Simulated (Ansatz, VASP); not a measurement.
# One calculation of TiO2, two programs

```
CELL_PARAMETERS angstrom
4.57074 0.00000 0.00000
0.00000 4.57074 0.00000
0.00000 0.00000 2.96102
ATOMIC_POSITIONS crystal
Ti 0.50000 0.50000 0.00000
Ti 0.00000 0.00000 0.50000
O 0.69587 0.69587 0.50000
O 0.80413 0.19587 0.00000
O 0.19587 0.80413 0.00000
O 0.30413 0.30413 0.50000
```

Change from the starting cell: equal strain along all axes, cell held, atoms relaxed: -1.5 %.

Alike in both runs: functional PBE; k mesh 6 × 6 × 10; occupations gaussian, width 0.02 eV; no spin polarisation; Hubbard terms Ti d U = 4.0 eV.

Ansatz relaxed the structure, and its values are those at the end. VASP's run is a single point on that final structure, the one shown.

|  | VASP | Ansatz |
| --- | --- | --- |
| version | VASP 6.6.1 | Ansatz 0.2.0 |
| potentials or method | VASP PAW PBE potentials, release 64 (Ti_sv, O), cutoff 520 eV | scalar-relativistic, plane waves, PAW |
| valence electrons in the cell | 48 | 48 |

Ansatz gave:

- gap on the k mesh at the Fermi level (eV): 2.34
- least direct gap on the mesh (eV): 2.37
- pressure (GPa): 10.7
- rms of the force components (eV/Å): 0.000

Q: Which values does VASP return?

A: gap on the k mesh at the Fermi level (eV): 2.38; least direct gap on the mesh (eV): 2.38; pressure (GPa): 15.4; rms of the force components (eV/Å): 0.065.

The programs project onto different local orbitals, so the same U acts differently, and such runs can settle in different states. Ansatz's warnings: stress scf threshold loose.
